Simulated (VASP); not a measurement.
A run of VASP 6.6.1 is set up as follows.

INCAR

```
SYSTEM = InSb
PREC = Accurate ; ENCUT = 520
EDIFF = 1E-6 ; ISMEAR = 0
SIGMA = 0.1 ; LREAL = .False.
LASPH = .True. ; NELM = 80
ALGO = Normal ; ISIF = 2
LWAVE = .False. ; LCHARG = .False.
GGA = PS ; NBANDS = 16
```

KPOINTS

```
regular mesh
0
Gamma
  12 12 12
  0 0 0
```

File POSCAR:

```
InSb
1.0
    0.0000000000      3.2599290597      3.2599290597
    3.2599290597      0.0000000000      3.2599290597
    3.2599290597      3.2599290597      0.0000000000
In Sb
1 1
Direct
    0.0000000000      0.0000000000      0.0000000000
    0.7500000000      0.7500000000      0.7500000000
```

Potentials or basis: VASP PAW PBE potentials, release 64 (In_d, Sb).

Run with:

```console
$ cat potpaw_PBE.64/In_d/POTCAR potpaw_PBE.64/Sb/POTCAR > POTCAR
$ mpirun -np 1 vasp_std > vasp.out
```

(1) Estimate the pressure.

(2) Predict the band gap on the k mesh.

Answers

(1) 0.0 GPa.

(2) zero (filled and empty bands touch).

Caveat: the PAW data sets were made with another functional, which shifts forces and pressure a little; spin-orbit coupling is left out, which moves the levels of the heavy elements.

**What was measured.**

From “Electronic Structure and Epitaxy of CdTe Shells on InSb Nanowires”, 2021, arxiv:2111.05126, for a bulk crystal of InSb: band gap 0.24 eV.

Measured gap of InSb: 0.24 eV (quoted in “Electronic Structure and Epitaxy of CdTe Shells on InSb Nanowires”, 2021, arxiv:2111.05126). This calculation gives 0.00 eV (-0.24 eV). Spin-orbit coupling on In, Sb is left out. The value is that of PBEsol on a finite k mesh, which can miss the band edges, without temperature or zero-point motion. Semilocal functionals fall short of measured gaps as a rule.
